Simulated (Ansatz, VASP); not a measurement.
One calculation of MgO, two programs

```
CELL_PARAMETERS angstrom
4.21494 0.00000 0.00000
0.00000 -4.21494 0.00000
0.00000 0.00000 -4.21494
ATOMIC_POSITIONS crystal
Mg 0.94665 0.05335 0.00000
Mg 0.50000 0.50000 0.00000
Mg 0.50000 0.00000 0.50000
Mg 0.00000 0.50000 0.50000
O 0.50000 0.00000 0.00000
O 0.00000 0.50000 0.00000
O 0.00000 0.00000 0.50000
O 0.50000 0.50000 0.50000
```

Alike in both runs: task single point; functional PBEsol; k mesh 6 × 6 × 6; occupations gaussian, width 0.05 eV; no spin polarisation.

|  | VASP | Ansatz |
| --- | --- | --- |
| version | VASP 6.6.1 | Ansatz 0.2.0 |
| potentials or method | VASP PAW PBE potentials, release 64 (Mg, O), cutoff 520 eV | scalar-relativistic, plane waves, PAW |
| valence electrons in the cell | 32 | 64 |

|  | VASP | Ansatz | Ansatz less VASP |
| --- | --- | --- | --- |
| gap on the k mesh at the Fermi level (eV) | 4.60 | 4.60 | +0.004 |
| least direct gap on the mesh (eV) | 4.60 | 4.60 | +0.004 |
| pressure (GPa) | 2.5 | 3.0 | +0.49 |
| traceless stress, the component that is largest in VASP (GPa) | -2.81 | -2.75 | +0.062 |
| rms of the force components (eV/Å) | 0.807 | 0.795 | -0.0123 |

VASP's potentials were made for PBE, not for PBEsol, and Ansatz warns of the same on its side. Atom by atom the forces differ by 0.012 eV/Å (rms over components). VASP's potentials hold 32 valence electrons a cell and Ansatz's 64, so a difference there can come from the potentials and not from the codes.
